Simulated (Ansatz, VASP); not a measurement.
# Ru: VASP beside Ansatz

INCAR

```
SYSTEM = Ru
PREC = Accurate ; ENCUT = 400
EDIFF = 1E-6 ; ISMEAR = -1
SIGMA = 0.08 ; LREAL = .False.
LASPH = .True. ; NELM = 120
ALGO = Normal ; ISIF = 2
LWAVE = .False. ; LCHARG = .False.
LDIPOL = .True. ; IDIPOL = 3
DIPOL = 0.5 0.5 0.500 ; GGA = PE
NBANDS = 43 ; GGA_COMPAT = .False.
NELMDL = -8
```

KPOINTS

```
Automatic mesh
0
Gamma
  14 14 1
  0 0 0
```

The input POSCAR:

```
Ru
1.0
    2.7207384562      0.0000000000      0.0000000000
   -1.3603692281      2.3562286201      0.0000000000
    0.0000000000      0.0000000000     24.5921000000
Ru
5
Direct
    0.0000000000      0.0000000000      0.3253073639
    0.3333333340      0.6666666660      0.4126536821
    0.0000000000      0.0000000000      0.4999999997
    0.3333333340      0.6666666660      0.5873463179
    0.0000000000      0.0000000000      0.6746926361
```

Input for Ansatz:

```yaml
crystal:
  lattice:
    - [2.7207384562, 0.0, 0.0]
    - [-1.3603692281, 2.3562286201, 0.0]
    - [0.0, 0.0, 24.5921]
  atoms:
    - { symbol: Ru, position: [0.0, 0.0, 0.3253073639] }
    - { symbol: Ru, position: [0.333333334, 0.666666666, 0.4126536821] }
    - { symbol: Ru, position: [0.0, 0.0, 0.4999999997] }
    - { symbol: Ru, position: [0.333333334, 0.666666666, 0.5873463179] }
    - { symbol: Ru, position: [0.0, 0.0, 0.6746926361] }
kpoints:
  mp_grid: { grid: [14, 14, 1] }
scf:
  occupations: { method: fermi_dirac, width: 0.08 }
hamiltonian:
  xc: pbe
  pseudopotentials: { kind: all_electron, lapw: { basis_error: 0.001 } }
output:
  forces: true
  stress: true
  eigenvalues: true
  populations: true
  dos: { projected: true, de: 0.2, e_range: [-14, 8] }
efield:
  axis: 3
  amplitude: 0
  dipole_correction: true
```

Alike in both runs: task single point; functional PBE; k mesh 14 × 14 × 1; occupations fermi-dirac, width 0.08 eV; no spin polarisation.

|  | VASP | Ansatz |
| --- | --- | --- |
| version | VASP 6.6.1 | Ansatz 0.2.0 |
| potentials or method | VASP PAW PBE potentials, release 64 (Ru_pv), cutoff 400 eV | all-electron LAPW, scalar-relativistic |

```tsv
	VASP	Ansatz	Ansatz less VASP
rms of the force components (eV/Å)	0.360	0.362	+0.0019
```

Atom by atom the forces differ by 0.003 eV/Å (rms over components). Ansatz ran all-electron here, and VASP with PAW potentials.
